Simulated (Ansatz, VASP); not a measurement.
Given: the input of a run of VASP 6.6.1 on SiC.

File INCAR:

```
SYSTEM = SiC
ALGO     = Normal         ! electronic algorithm
EDIFF    = 1E-6           ! SCF threshold, eV
ENCUT    = 520            ! plane-wave cutoff, eV
GGA      = PE             ! functional
ISIF     = 2              ! what is computed and relaxed
ISMEAR   = -1             ! smearing method
IVDW     = 13             ! dispersion correction
LASPH    = .True.         ! aspherical terms in the spheres
LCHARG   = .False.        ! write CHGCAR
LREAL    = .False.        ! projectors in reciprocal space
LWAVE    = .False.        ! write WAVECAR
NBANDS   = 36             ! bands
NELM     = 80             ! most SCF steps
PREC     = Accurate       ! precision mode
SIGMA    = 0.05           ! smearing width, eV
```

File KPOINTS:

```
k-points
0
Gamma
  10 10 2
  0 0 0
```

The input POSCAR:

```
SiC
1.0
    3.0950000000      0.0000000000      0.0000000000
   -1.5475000000      2.6803486247      0.0000000000
    0.0000000000      0.0000000000     15.1700000000
Si C
6 6
Direct
    0.6666666667      0.3333333333      0.4583000000
    0.3333333333      0.6666666667      0.9583000000
    0.6666666667      0.3333333333      0.7917000000
    0.3333333333      0.6666666667      0.2917000000
    0.0000000000      0.0000000000      0.6250000000
    0.0000000000      0.0000000000      0.1250000000
    0.6666666667      0.3333333333      0.3333000000
    0.3333333333      0.6666666667      0.8333000000
    0.6666666667      0.3333333333      0.6667000000
    0.3333333333      0.6666666667      0.1667000000
    0.0000000000      0.0000000000      0.5000000000
    0.0000000000      0.0000000000      0.0000000000
```

Potentials or basis: VASP PAW PBE potentials, release 64 (Si, C).

Run with:

```console
$ cat potpaw_PBE.64/Si/POTCAR potpaw_PBE.64/C/POTCAR > POTCAR
$ mpirun -np 1 vasp_std > vasp.out
```

Set up the same calculation for Ansatz 0.2.0. Potentials there: Ansatz PAW.

As run (the cutoff follows the program's own potentials):

input.yaml

```yaml
crystal:
  lattice:
    - [3.095, 0.0, 0.0]
    - [-1.5475, 2.6803486247, 0.0]
    - [0.0, 0.0, 15.17]
  atoms:
    - { symbol: Si, position: [0.6666666667, 0.3333333333, 0.4583] }
    - { symbol: Si, position: [0.3333333333, 0.6666666667, 0.9583] }
    - { symbol: Si, position: [0.6666666667, 0.3333333333, 0.7917] }
    - { symbol: Si, position: [0.3333333333, 0.6666666667, 0.2917] }
    - { symbol: Si, position: [0.0, 0.0, 0.625] }
    - { symbol: Si, position: [0.0, 0.0, 0.125] }
    - { symbol: C, position: [0.6666666667, 0.3333333333, 0.3333] }
    - { symbol: C, position: [0.3333333333, 0.6666666667, 0.8333] }
    - { symbol: C, position: [0.6666666667, 0.3333333333, 0.6667] }
    - { symbol: C, position: [0.3333333333, 0.6666666667, 0.1667] }
    - { symbol: C, position: [0.0, 0.0, 0.5] }
    - { symbol: C, position: [0.0, 0.0, 0.0] }
hamiltonian:
  xc: pbe
  pseudopotentials: { kind: paw }
  dispersion: d4
kpoints:
  mp_grid: { grid: [10, 10, 2] }
scf:
  occupations: { method: fermi_dirac, width: 0.05 }
output:
  forces: true
  stress: true
  eigenvalues: true
```

Potentials or basis: Ansatz PAW.

Run with:

```sh
$ ansatz run input.yaml --threads 2 --pin off --max-ram 5120MiB --backend cpu --events-out ev --progress --plain --runs-dir out
```

Both were run:

|  | VASP | Ansatz | Ansatz less VASP |
| --- | --- | --- | --- |
| gap on the k mesh at the Fermi level (eV) | 2.02 | 2.02 | +0.002 |
| least direct gap on the mesh (eV) | 3.12 | 3.12 | +0.002 |
| pressure (GPa) | -3.9 | -3.9 | +0.05 |
| traceless stress, the component that is largest in VASP (GPa) | 0.53 | 0.52 | -0.006 |
| rms of the force components (eV/Å) | 0.039 | 0.039 | -0.0008 |

Atom by atom the forces differ by 0.001 eV/Å (rms over components).
